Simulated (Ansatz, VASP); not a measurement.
# One calculation of PbS, two programs

```
CELL_PARAMETERS angstrom
2.09099 -6.05618 0.00000
2.09099 6.05618 0.00000
0.00000 0.00000 4.33077
ATOMIC_POSITIONS crystal
Pb 0.86650 0.13350 0.75000
Pb 0.13350 0.86650 0.25000
S 0.64353 0.35647 0.75000
S 0.35647 0.64353 0.25000
```

Alike in both runs: task relaxation of cell and atoms; functional PBE; k mesh 8 × 8 × 6; occupations gaussian, width 0.02 eV; no spin polarisation.

```csv
,VASP,Ansatz
version,VASP 6.6.1,Ansatz 0.2.0
potentials or method,"VASP PAW PBE potentials, release 64 (Pb_d, S), cutoff 600 eV","scalar-relativistic, plane waves, PAW"
valence electrons in the cell,40,40
```

|  | VASP | Ansatz | Ansatz less VASP |
| --- | --- | --- | --- |
| gap on the k mesh at the Fermi level, each at its own relaxed structure (eV) | 1.30 | 1.29 | -0.012 |
| relaxed volume (Å³/atom) | 27.51 | 27.55 | +0.037 |
| relaxed cell length with the largest relative difference (Å) | 6.458 | 6.467 | +0.0094 |

Spin-orbit coupling is off throughout.
